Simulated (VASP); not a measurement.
# Be (P6_3/mmc) in VASP: notebook, part 2 of 2

VASP 6.6.1.

## Step 3: Single point, PBEsol

This run uses another cell than the first one, of 7.55 Å³/atom, 1.097 times its volume.

File INCAR:

```
SYSTEM = Be
  PREC = Accurate
  ENCUT = 520
  EDIFF = 1E-6
  ISMEAR = -1
  SIGMA = 0.05
  LREAL = .False.
  LASPH = .True.
  NELM = 100
  ALGO = Normal
  ISIF = 2
  LWAVE = .False.
  LCHARG = .False.
  GGA = PS
  NBANDS = 9
```

File KPOINTS:

```
regular mesh
0
Gamma
  13 13 8
  0 0 0
```

File POSCAR:

```
Be
1.0
    2.2307265295      0.0000000000      0.0000000000
   -1.1153632647      1.9318658434      0.0000000000
    0.0000000000      0.0000000000      3.5021145198
Be
2
Direct
    0.6666666667      0.3333333333      0.7500000000
    0.3333333333      0.6666666667      0.2500000000
```

Potentials or basis: VASP PAW PBE potentials, release 64 (Be).

Run with:

```sh
> cat potpaw_PBE.64/Be/POTCAR > POTCAR
> mpirun -np 1 vasp_std > vasp.out
```

OUTCAR:

```text
SYSTEM = Be
   PREC = Accurate
   ENCUT = 520
   EDIFF = 1E-6
   ISMEAR = -1
   LREAL = .False.
   LASPH = .True.
   NELM = 100
   ISIF = 2
   GGA = PS

 ion  position               nearest neighbor table
   1  0.667  0.333  0.750-   2 2.17   2 2.17   2 2.17   2 2.17   2 2.17   2 2.17
   2  0.333  0.667  0.250-   1 2.17   1 2.17   1 2.17   1 2.17   1 2.17   1 2.17

  LATTYP: Found a hexagonal cell.
 ALAT       =     2.2307265295
 C/A-ratio  =     1.5699434572

  Lattice vectors:

 A1 = (   2.2307265295,   0.0000000000,   0.0000000000)
 A2 = (  -1.1153632647,   1.9318658434,   0.0000000000)
 A3 = (   0.0000000000,   0.0000000000,   3.5021145198)

Analysis of symmetry for initial positions (statically):
=====================================================================
 Subroutine PRICEL returns:
 Original cell was already a primitive cell.

 Routine SETGRP: Setting up the symmetry group for a
 hexagonal supercell.

 Subroutine GETGRP returns: Found 24 space group operations
 (whereof 12 operations were pure point group operations)
[... 163 lines left out ...]

  energy without entropy =       -7.98202232  energy(sigma->0) =       -7.98249071

 E-fermi :   7.2116     XC(G=0): -10.7618

 val. band max:        7.1208318943   @ k =   0.2308   0.1538   0.0000
 cond. band min:       7.3028360694   @ k =   0.3077   0.1538   0.0000
 fundamental gap:      0.1820041751
 Fermi energy:         7.2116148880

 k-point     1 :       0.0000    0.0000    0.0000
  band No.  band energies     occupation
      1      -4.1972      2.00000
      2       2.8013      2.00000
      3       8.7433      0.00000
      4      23.9261      0.00000
      5      23.9261      0.00000
      6      26.8828      0.00000
      7      26.8828      0.00000
      8      29.2011      0.00000
      9      35.2462      0.00000
[... 265 lines left out ...]
 k-point    24 :       0.1538    0.0000    0.1250
  band No.  band energies     occupation
      1      -3.3697      2.00000
      2       2.8995      2.00000
      3      10.0162      0.00000
      4      19.7031      0.00000
      5      21.3776      0.00000
      6      26.1248      0.00000
      7      26.9317      0.00000
      8      27.0834      0.00000
      9      30.1381      0.00000

 [... further k-points ...]
[... 5 lines left out ...]
  --------------------------------------------------------------------------------------
  -------------------------------------------------------------------------------------
  Total        0.5176124      0.5176124      0.5296468      0.0000000      0.0000000      0.0000000
  in kB       54.9492282     54.9492282     56.2267874      0.0000000      0.0000000      0.0000000
  external PRESSURE =      55.3750813 kB  Pullay stress =       0.0000000 kB

 VOLUME and BASIS-vectors are now :
 -----------------------------------------------------------------------------
  energy-cutoff  :      520.00
  volume of cell :       15.09
      direct lattice vectors                 reciprocal lattice vectors
     2.230726530  0.000000000  0.000000000     0.448284443  0.258817144  0.000000000
    -1.115363265  1.931865843  0.000000000     0.000000000  0.517634288  0.000000000
     0.000000000  0.000000000  3.502114520     0.000000000  0.000000000  0.285541776

 POSITION                                       TOTAL-FORCE (eV/Angst)
 -----------------------------------------------------------------------------------
      1.11536      0.64396      2.62659        -0.000000      0.000000      0.000000
     -0.00000      1.28791      0.87553         0.000000      0.000000      0.000000
 -----------------------------------------------------------------------------------
    total drift:                                0.000000     -0.000000      0.000000

  FREE ENERGIE OF THE ION-ELECTRON SYSTEM (eV)
  ---------------------------------------------------
  free  energy   TOTEN  =        -7.9829591013 eV

  energy  without entropy=       -7.9820223162  energy(sigma->0) =       -7.98249071
```

stdout:

```text
POSCAR found type information on POSCAR Be
 POSCAR found :  1 types and       2 ions
 scaLAPACK will be used
 -----------------------------------------------------------------------------
|                                                                             |
|                                                                             |
|     You enforced a specific xc type in the INCAR file but a different       |
|     I HOPE YOU KNOW WHAT YOU ARE DOING!                                     |
|                                                                             |
 -----------------------------------------------------------------------------

 LDA part: xc-table for (Slater+PW92), standard interpolation
 POSCAR, INCAR and KPOINTS ok, starting setup
 FFT: planning ... GRIDC
 FFT: planning ... GRID_SOFT
 FFT: planning ... GRID
 WAVECAR not read
 entering main loop
```

Run time: 7.8 s. Hardware: 1 thread of Intel Xeon Platinum 8259CL at 2.50GHz (Skylake/Cascade Lake), shared host; peak memory 0.13 GiB.

Results:

| Property | Result |
| --- | --- |
| Free energy | -7.9830 eV |
| Pressure | 5.5 GPa |
| Band gap on the k mesh | zero (band 2 reaches 8.51 eV, above the bottom of band 3 at 6.86 eV) |

Stress tensor (GPa, compression positive):
```
5.49 0.00 0.00
0.00 5.49 0.00
0.00 0.00 5.62
```

Caveat: the PAW data sets were made with another functional, which shifts forces and pressure a little.

## Step 4: Single point, PBEsol

This run uses another cell than the first one, of 7.30 Å³/atom, 1.061 times its volume.

File INCAR:

```
PREC     = Accurate       # precision mode
ENCUT    = 520            # plane-wave cutoff, eV
EDIFF    = 1E-7           # SCF threshold, eV
ISMEAR   = -1             # smearing method
SIGMA    = 0.05           # smearing width, eV
LREAL    = F              # projectors in reciprocal space
LASPH    = T              # aspherical terms in the spheres
NELM     = 100            # most SCF steps
ALGO     = Normal         # electronic algorithm
ISIF     = 2              # what is computed and relaxed
LWAVE    = F              # write WAVECAR
LCHARG   = F              # write CHGCAR
GGA      = PS             # functional
NBANDS   = 9              # bands
```

File KPOINTS:

```
regular mesh
0
Gamma
  13 13 8
```

File POSCAR:

```
Be
1.0
    2.2046430626      0.0000000000      0.0000000000
   -1.1023215313      1.9092768985      0.0000000000
    0.0000000000      0.0000000000      3.4666406504
Be
2
Direct
    0.6666666667      0.3333333333      0.7500000000
    0.3333333333      0.6666666667      0.2500000000
```

Run with:

```sh
> cat potpaw_PBE.64/Be/POTCAR > POTCAR
> mpirun -np 1 vasp_std > vasp.out
```

It took 5.7 s on 1 thread of Intel Xeon Platinum 8259CL at 2.50GHz (Skylake/Cascade Lake), shared host; peak memory 0.12 GiB.

It converged, with:

```yaml
Free_energy: -7.9580 eV
Pressure: 10.6 GPa
Band_gap_on_the_k_mesh: zero (band 2 reaches 8.81 eV, above the bottom of band 3 at 7.15 eV)
```

Stress tensor (GPa, compression positive):
```
10.52  0.00  0.00
 0.00 10.52  0.00
 0.00  0.00 10.66
```

Levels at points of the mesh, in eV from the Fermi level:
| k point | band 1 | band 2 | band 3 | band 4 | band 5 |
| --- | --- | --- | --- | --- | --- |
| (0.00, 0.00, 0.00) | -11.58 | -4.54 | 1.64 | 17.20 | 17.20 |
| (0.00, 0.00, 0.50) | -9.36 | -9.36 | 11.64 | 11.64 | 18.98 |

Caveat: the PAW data sets were made with another functional, which shifts forces and pressure a little.

## Step 5: The runs side by side

| cell | gap on the mesh (eV) | pressure (GPa) |
| --- | --- | --- |
| a = 2.160, b = 2.160, c = 3.406 Å, angles 90.0, 90.0, 120.0°, 2 atoms | none | 20.7 |
| a = 2.231, b = 2.231, c = 3.502 Å, angles 90.0, 90.0, 120.0°, 2 atoms | none | 5.5 |
| a = 2.205, b = 2.205, c = 3.467 Å, angles 90.0, 90.0, 120.0°, 2 atoms | none | 10.6 |

Alike in all rows: task single point; level PBEsol; potentials or basis VASP PAW PBE potentials, release 64 (Be); no spin polarisation; k mesh 13 × 13 × 8; cutoff (eV) 520; smearing fermi-dirac 0.05 eV.

Caveats: the PAW data sets were made with another functional, which shifts forces and pressure a little.

Absolute energies hang on the potentials; compare differences alone.
